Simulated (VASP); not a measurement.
# AlNi: single point with PBE

The system is AlNi.

```
Al Ni
1.0
     2.89272    0.00000    0.00000
     0.00000    2.89272    0.00000
     0.00000    0.00000    2.89272
Al Ni
1 1
Direct
  0.98617 0.00000 0.00000
  0.50636 0.50000 0.50000
```

This cell differs from its parent crystal: atoms displaced along a vibrational mode.

```
Program             : VASP 6.6.1
Task                : single point
Functional          : PBE
Potentials or basis : VASP PAW PBE potentials, release 64 (Al, Ni)
Cutoff              : 520 eV
k mesh              : 16 × 16 × 16
Occupations         : gaussian, width 0.15 eV
Spin                : no spin polarisation
```

```json
{
  "Pressure": "0.3 GPa",
  "Largest force": "0.333 eV/Å",
  "Band gap on the k mesh": "zero (an odd number of electrons rules out a gap without spin polarisation)"
}
```

Forces in eV/Å, atoms in the order of the input:
```
Al   0.333  0.000  0.000
Ni  -0.333  0.000  0.000
```

Stress tensor (GPa, compression positive):
```
0.18 0.00 0.00
0.00 0.33 0.00
0.00 0.00 0.33
```

Levels at points of the mesh, in eV from the Fermi level:
```csv
k point,band 4,band 5,band 6,band 7,band 8,band 9,band 10,band 11
"(0.00, 0.00, 0.00)",-1.52,-1.52,-1.52,5.45,5.45,5.45,8.09,8.09
"(0.50, 0.00, 0.00)",-2.21,-2.21,-1.44,-0.64,8.27,9.94,9.94,10.78
"(0.00, 0.50, 0.00)",-2.21,-2.21,-1.43,-0.64,8.27,9.96,9.97,10.74
"(0.50, 0.50, 0.00)",-2.83,-2.04,-2.04,-1.00,1.46,2.41,12.14,15.02
"(0.00, 0.50, 0.50)",-2.86,-2.03,-2.03,-1.00,1.46,2.41,12.15,14.83
"(0.50, 0.50, 0.50)",-0.97,-0.97,2.00,2.00,2.02,3.54,4.40,4.40
```

It took 72 s on 1 thread of AMD EPYC 7R13 Processor (Zen 3), on a shared host, peak memory 0.23 GiB.

Caveat: the cell differs from its parent crystal (atoms displaced along a vibrational mode). Spin polarisation is off, so any magnetic state and its effect on volume and gap are missing.
